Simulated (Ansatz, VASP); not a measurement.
**Two plane-wave programs on SnO**

INCAR

```
SYSTEM = SnO
PREC = Accurate
ENCUT = 600
EDIFF = 1E-6
ISMEAR = -1
SIGMA = 0.05
LREAL = .FALSE.
LASPH = .TRUE.
NELM = 120
ALGO = Normal
ISIF = 2
LWAVE = .FALSE.
LCHARG = .TRUE.
GGA = LIBXC
LIBXC1 = GGA_X_B88
LIBXC2 = GGA_C_PBE
LELF = .TRUE.
LVHAR = .TRUE.
NBANDS = 28
GGA_COMPAT = .FALSE.
```

KPOINTS

```
regular mesh
0
G
  7 7 6
  0 0 0
```

File POSCAR:

```
SnO
1.0
    3.8136952200      0.0000000000      0.0000000000
    0.0000000000      3.8136952200      0.0000000000
    0.0000000000      0.0000000000      4.8869133000
Sn O
2 2
Direct
    0.5000000000      0.0000000000      0.7646261400
    0.0000000000      0.5000000000      0.2353738600
    0.0000000000      0.0000000000      0.0000000000
    0.5000000000      0.5000000000      0.0000000000
```

File input.yaml:

```yaml
crystal:
  lattice:
    - [3.81369522, 0.0, 0.0]
    - [0.0, 3.81369522, 0.0]
    - [0.0, 0.0, 4.8869133]
  atoms:
    - { symbol: Sn, position: [0.5, 0.0, 0.76462614] }
    - { symbol: Sn, position: [0.0, 0.5, 0.23537386] }
    - { symbol: O, position: [0.0, 0.0, 0.0] }
    - { symbol: O, position: [0.5, 0.5, 0.0] }
hamiltonian:
  xc: { exchange: b88, correlation: pbe }
  pseudopotentials: { kind: paw }
kpoints:
  mp_grid: { grid: [7, 7, 6] }
  band_path:
    path:
      - [[0.0, 0.0, 0.0], [0.0, 0.5, 0.0], [0.5, 0.5, 0.0], [0.0, 0.0, 0.0], [0.0, 0.0, 0.5], [0.0, 0.5, 0.5], [0.5, 0.5, 0.5], [0.0, 0.0, 0.5]]
      - [[0.0, 0.5, 0.0], [0.0, 0.5, 0.5]]
      - [[0.5, 0.5, 0.0], [0.5, 0.5, 0.5]]
    npoints: 14
scf:
  occupations: { method: fermi_dirac, width: 0.05 }
  n_extra_bands: 10
output:
  forces: true
  stress: true
  eigenvalues: true
  fatbands: true
```

Alike in both runs: functional b88 exchange, pbe correlation; k mesh 7 × 7 × 6; occupations fermi-dirac, width 0.05 eV; no spin polarisation.

```csv
,VASP,Ansatz
version,VASP 6.6.1,Ansatz 0.2.0
potentials or method,"VASP PAW PBE potentials, release 64 (Sn_d, O)",Ansatz PAW
plane-wave cutoff (eV),600,420
valence electrons in the cell,40,40
task,single point,band structure
```

```csv
,VASP,Ansatz,Ansatz less VASP
gap on the k mesh at the Fermi level (eV),0.40,0.39,-0.013
least direct gap on the mesh (eV),2.06,2.09,+0.029
pressure (GPa),3.5,3.3,-0.16
"traceless stress, the component that is largest in VASP (GPa)",-0.57,-0.60,-0.029
rms of the force components (eV/Å),0.171,0.137,-0.0334
```

VASP's potentials were made for PBE, not for b88 exchange, pbe correlation. Atom by atom the forces differ by 0.033 eV/Å (rms over components). With one functional, cell and mesh, what is left measures potentials, basis and numerics.

Noted on Ansatz's run: the k mesh misses the band edges, so the gap on the mesh is wider than the one along the path.
